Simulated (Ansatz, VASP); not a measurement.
## Two plane-wave programs on Ir

Contents of INCAR:

```
SYSTEM = Ir
PREC = Accurate
ENCUT = 600
EDIFF = 1E-6
ISMEAR = 0
SIGMA = 0.1
LREAL = .False.
LASPH = .True.
NELM = 60
ALGO = Normal
ISIF = 3
LWAVE = .False.
LCHARG = .False.
GGA = PE
IBRION = 2
NSW = 90
EDIFFG = -0.04
```

Contents of KPOINTS:

```
regular mesh
0
Gamma
  6 6 6
  0 0 0
```

File POSCAR:

```
Ir
1.0
    2.5704447259      0.0000000000      0.0000000000
    0.0000000000      2.5704447259      0.0000000000
    0.0000000000      0.0000000000      2.5704447259
Ir
1
Direct
    0.0000000000      0.0000000000      0.0000000000
```

Input for Ansatz:

```yaml
crystal:
  lattice:
    - [2.5704447259, 0.0, 0.0]
    - [0.0, 2.5704447259, 0.0]
    - [0.0, 0.0, 2.5704447259]
  atoms:
    - { symbol: Ir, position: [0.0, 0.0, 0.0] }
basis:
  ecutwfc: 420
kpoints:
  mp_grid: { grid: [6, 6, 6] }
hamiltonian:
  xc: pbe
scf:
  occupations: { method: gaussian, width: 0.1 }
  lower_state_search: "off"
output:
  forces: true
  stress: true
  eigenvalues: true
relax:
  adjacent_minimum: "off"
  f_tol: 0.04
  max_steps: 70
  cell: { stress_tol: 0.4 }
```

Alike in both runs: task relaxation of cell and atoms; functional PBE; k mesh 6 × 6 × 6; occupations gaussian, width 0.1 eV; no spin polarisation.

```csv
,VASP,Ansatz
version,VASP 6.6.1,Ansatz 0.2.0
potentials or method,"VASP PAW PBE potentials, release 64 (Ir), cutoff 600 eV","scalar-relativistic, plane waves, PAW"
valence electrons in the cell,9,17
```

```tsv
	VASP	Ansatz	Ansatz less VASP
gap on the k mesh at the Fermi level, each at its own relaxed structure (eV)	none	none	-
relaxed volume (Å³/atom)	17.17	17.16	-0.013
relaxed cell length with the largest relative difference (Å)	2.580	2.579	-0.0006
```

A gap of «none» marks a metal or a gap that the smearing closes. VASP's potentials hold 9 valence electrons a cell and Ansatz's 17, so a difference there can come from the potentials and not from the codes.

The k mesh is coarse, so the values compare programs but aren't converged. Neither program's run includes spin-orbit coupling.
